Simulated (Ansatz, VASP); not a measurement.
C: VASP beside Ansatz

File POSCAR:

```
C
1.0
    1.7801417073     -1.7801417073      0.0000000000
    1.7801417073      0.0000000000     -1.7801417073
    7.7139473984      7.1205668293      6.5271862602
C
12
Direct
    0.6666666667      0.5763777778      0.2708666667
    0.0000000000     -0.0347333333      0.1042000000
    0.3333333333      0.1874888889      0.4375333333
    0.6666666667      0.4097111111      0.7708666667
    1.0000000000      0.7986000000      0.6042000000
    0.3333333333      0.0208222222      0.9375333333
    0.6666666667      0.5347111111      0.3958666667
    1.0000000000      0.9236000000      0.2292000000
    0.3333333333      0.1458222222      0.5625333333
    0.6666666667      0.3680444444      0.8958666667
    0.0000000000     -0.2430666667      0.7292000000
    0.3333333333      0.3124888889      0.0625333333
```

Contents of INCAR.step1:

```
SYSTEM = C
PREC = Accurate
ENCUT = 520
ISMEAR = 0
SIGMA = 0.05
LREAL = .FALSE.
LASPH = .TRUE.
NELM = 80
NBANDS = 36
GGA = PE
ALGO = Normal
EDIFF = 1E-4
LWAVE = .TRUE.
LCHARG = .FALSE.
```

Contents of INCAR.step2:

```
SYSTEM = C
PREC = Accurate
ENCUT = 520
EDIFF = 1E-6
ISMEAR = 0
SIGMA = 0.05
LREAL = .FALSE.
LASPH = .TRUE.
NELM = 80
ALGO = Normal
ISIF = 2
LWAVE = .FALSE.
LCHARG = .TRUE.
METAGGA = R2SCAN
LMIXTAU = .TRUE.
LELF = .TRUE.
LVHAR = .TRUE.
NBANDS = 36
ISTART = 1
```

Contents of KPOINTS:

```
Automatic mesh
0
G
  10 10 2
  0 0 0
```

Input for Ansatz:

```yaml
crystal:
  lattice:
    - [1.7801417073, -1.7801417073, 0.0]
    - [1.7801417073, 0.0, -1.7801417073]
    - [7.7139473984, 7.1205668293, 6.5271862602]
  atoms:
    - { symbol: C, position: [0.6666666667, 0.5763777778, 0.2708666667] }
    - { symbol: C, position: [0.0, -0.0347333333, 0.1042] }
    - { symbol: C, position: [0.3333333333, 0.1874888889, 0.4375333333] }
    - { symbol: C, position: [0.6666666667, 0.4097111111, 0.7708666667] }
    - { symbol: C, position: [1.0, 0.7986, 0.6042] }
    - { symbol: C, position: [0.3333333333, 0.0208222222, 0.9375333333] }
    - { symbol: C, position: [0.6666666667, 0.5347111111, 0.3958666667] }
    - { symbol: C, position: [1.0, 0.9236, 0.2292] }
    - { symbol: C, position: [0.3333333333, 0.1458222222, 0.5625333333] }
    - { symbol: C, position: [0.6666666667, 0.3680444444, 0.8958666667] }
    - { symbol: C, position: [0.0, -0.2430666667, 0.7292] }
    - { symbol: C, position: [0.3333333333, 0.3124888889, 0.0625333333] }
basis:
  ecutwfc: 500
kpoints:
  mp_grid: { grid: [10, 10, 2] }
hamiltonian:
  xc: r2scan
scf:
  occupations: { method: gaussian, width: 0.05 }
output:
  forces: true
  stress: true
  eigenvalues: true
  write_density: true
  write_potential: true
  elf: true
  volumetric_format: npy
```

Alike in both runs: task single point; functional r2SCAN; k mesh 10 × 10 × 2; occupations gaussian, width 0.05 eV; no spin polarisation.

```csv
,VASP,Ansatz
version,VASP 6.6.1,Ansatz 0.2.0
potentials or method,"VASP PAW PBE potentials, release 64 (C), cutoff 520 eV","scalar-relativistic, plane waves, PAW"
valence electrons in the cell,48,48
```

VASP gave:

```
gap on the k mesh at the Fermi level (eV)                     : 0.53
least direct gap on the mesh (eV)                             : 2.00
pressure (GPa)                                                : 2.8
traceless stress, the component that is largest in VASP (GPa) : -25.25
rms of the force components (eV/Å)                            : 1.272
```

Task: Estimate Ansatz's values.

Result: gap on the k mesh at the Fermi level (eV): 0.55; least direct gap on the mesh (eV): 2.01; pressure (GPa): 1.7; traceless stress, the component that is largest in VASP (GPa): -25.26; rms of the force components (eV/Å): 1.278.

VASP's potentials were made for PBE, not for r2SCAN. Atom by atom the forces differ by 0.009 eV/Å (rms over components). The functional is the same, so the differences come from potentials, cutoffs and numerics.
